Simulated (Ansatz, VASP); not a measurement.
Ga: VASP beside Ansatz

```
Ga
1.0
     0.00000    2.97930    2.97930
     2.97930    0.00000    2.97930
     2.97930    2.97930    0.00000
Ga
2
Direct
  0.12500 0.12500 0.12500
  0.87500 0.87500 0.87500
```

Alike in both runs: task single point; functional PBE; k mesh 15 × 15 × 15; occupations fermi-dirac, width 0.1 eV; no spin polarisation.

|  | VASP | Ansatz |
| --- | --- | --- |
| version | VASP 6.6.1 | Ansatz 0.2.0 |
| potentials or method | VASP PAW PBE potentials, release 64 (Ga_d), cutoff 520 eV | plane waves (420 eV) with PAW, scalar-relativistic |
| valence electrons in the cell | 26 | 26 |

Ansatz gave:

* pressure (GPa): -1.2

**Question.** What did VASP give for the same quantities?

**Answer.** Pressure (GPa): -1.1.
